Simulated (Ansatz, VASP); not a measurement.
# Two plane-wave programs on NaF2

```
Na F
1.0
     3.64359    0.00000    0.00000
    -1.82180    3.15545    0.00000
     0.00000    0.00000    3.73012
Na F
1 2
Direct
  0.00000 0.00000 0.00000
  0.33333 0.66667 0.25552
  0.66667 0.33333 0.74448
```

Change from the starting cell: ordered vacancies on the cation sites of nickel arsenide (P-3m1, No. 164).

Alike in both runs: task relaxation of cell and atoms; functional PBE; k mesh 6 × 6 × 6; occupations gaussian, width 0.1 eV; collinear spin.

```csv
,VASP,Ansatz
version,VASP 6.6.1,Ansatz 0.2.0
potentials or method,"VASP PAW PBE potentials, release 64 (Na_pv, F), cutoff 600 eV","scalar-relativistic, plane waves, PAW"
valence electrons in the cell,21,23
```

VASP gave:

- gap on the k mesh at the Fermi level, each at its own relaxed structure (eV): none
- net moment per atom (μB): 0.33
- size of the moment on the site where the two differ most (μB): 0.45
- relaxed volume (Å³/atom): 14.30
- relaxed cell length with the largest relative difference (Å): 3.644

Q: What did Ansatz give for the same quantities?

A: gap on the k mesh at the Fermi level, each at its own relaxed structure (eV): none; net moment per atom (μB): 0.33; size of the moment on the site where the two differ most (μB): 0.49; relaxed volume (Å³/atom): 14.30; relaxed cell length with the largest relative difference (Å): 3.644.

Site moments also hang on the region over which each program counts them. A gap of «none» marks a metal or a gap that the smearing closes. VASP's potentials hold 21 valence electrons a cell and Ansatz's 23, so a difference there can come from the potentials and not from the codes.

Noted on VASP's run: the relaxation stopped at its first step, so nothing moved.
